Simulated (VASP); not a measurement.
Input of a VASP 6.6.1 run:

The input INCAR:

```
SYSTEM = Rh
ALGO = Fast
EDIFF = 1E-6
ENCUT = 520
GGA = PS
ISIF = 2
ISMEAR = 0
LASPH = .TRUE.
LCHARG = .FALSE.
LREAL = .FALSE.
LWAVE = .FALSE.
NBANDS = 22
NELM = 60
PREC = Accurate
SIGMA = 0.15
```

File KPOINTS:

```
k-points
0
G
  18 18 12
  0 0 0
```

POSCAR

```
Rh
1.0
    2.7309790422      0.0000000000      0.0000000000
   -1.3654895211      2.3650972278      0.0000000000
    0.0000000000      0.0000000000      4.4284890000
Rh
2
Direct
    0.6258258160      0.3034357556      0.7048378691
    0.3333333333      0.6666666667      0.2500000000
```

Potentials or basis: VASP PAW PBE potentials, release 64 (Rh_pv).

Command:

```console
$ cat potpaw_PBE.64/Rh_pv/POTCAR > POTCAR
$ mpirun -np 1 vasp_std > vasp.out
```

Question: Predict the band gap on the k mesh.

Answer: Zero (bands 15 and 16 overlap by 2.04 eV).

Question: What does it give for the pressure?

Answer: -7.8 GPa.

Question: What does it give for the largest force?

Answer: 1.871 eV/Å.

Forces in eV/Å, atoms in the order of the input:
```
Rh   0.286  0.310  1.823
Rh  -0.286 -0.310 -1.823
```

Caveat: the cell differs from its parent crystal (atom 1 (Rh) moved by (-0.100, -0.200) A along [1 1 0] and z); the cell stands under tension; the PAW data sets were made with another functional, which shifts forces and pressure a little.
